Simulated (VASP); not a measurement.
Crystal: Al3N.

```xyz
8
Lattice="5.0091 0.0000 0.0000 0.0000 4.5031 2.6186 0.0000 -4.5031 2.6186" Properties=species:S:1:pos:R:3 pbc="T T T"
Al    3.8493   -3.8915    2.9411
Al    3.8493   -0.6116    2.9411
Al    1.1598    0.6116    2.9411
Al    1.1598    3.8915    2.9411
Al    1.4224   -2.2515    2.8097
Al    3.5867    2.2515    2.8097
N     3.1803   -2.2515    3.5563
N     1.8288    2.2515    3.5563
```

The cell was generated, and may not be a known phase.

| Quantity | Value |
| --- | --- |
| Program | VASP 6.6.1 |
| Task | relaxation of cell and atoms |
| Functional | PBE |
| Potentials or basis | VASP PAW PBE potentials, release 64 (Al, N) |
| Cutoff | 600 eV |
| k mesh | 8 × 8 × 8 |
| Occupations | gaussian, width 0.1 eV |
| Spin | no spin polarisation |

At the start: pressure -0.0 GPa; volume 14.77 Å³/atom.

Problem. Where does the relaxation end?

Solution. Over 22 steps the energy falls by 3.1 meV/atom and the volume is 14.78 Å³/atom (+0.1 %); space group Aem2 (No. 39, to 0.1 Å) before and after.

Step by step:
```
step  energy change (eV)  largest force (eV/Å)  pressure (GPa)  volume (Å³)
   1              0.0000                0.0726           -0.05       118.13
   2             -0.0060                0.1436           -0.08       118.05
   3             -0.0071                0.2155           -0.10       118.00
   4             -0.0112                0.1459           -0.01       117.85
   5             -0.0137                0.1037            0.13       117.61
   6             -0.0151                0.0794           -0.07       117.74
   7             -0.0158                0.1799           -0.63       118.16
   8             -0.0162                0.1310           -0.41       118.00
   9             -0.0171                0.1267           -0.34       117.91
  10             -0.0191                0.1163           -0.05       117.63
  11             -0.0196                0.0991            0.47       117.06
  12             -0.0199                0.1046            0.24       117.29
  13             -0.0211                0.0767            0.21       117.40
  14             -0.0220                0.0474            0.08       117.63
  15             -0.0232                0.0236            0.05       117.81
  16             -0.0239                0.0302            0.02       118.07
  17             -0.0240                0.0415            0.02       118.16
  18             -0.0244                0.0253           -0.03       118.22
  19             -0.0245                0.0298           -0.08       118.29
  20             -0.0246                0.0117            0.05       118.19
  21             -0.0246                0.0106            0.06       118.18
  22             -0.0247                0.0081            0.03       118.26
```

Final structure:
```
CELL_PARAMETERS angstrom
5.07707 0.00000 0.00000
0.00000 4.52028 2.57643
0.00000 -4.52028 2.57643
ATOMIC_POSITIONS crystal
Al 0.76599 0.12885 0.00293
Al 0.76599 0.50293 0.62885
Al 0.23401 0.62885 0.50293
Al 0.23401 0.00293 0.12885
Al 0.29397 0.28741 0.78741
Al 0.70603 0.78741 0.28741
N 0.64758 0.41946 0.91946
N 0.35242 0.91946 0.41946
```
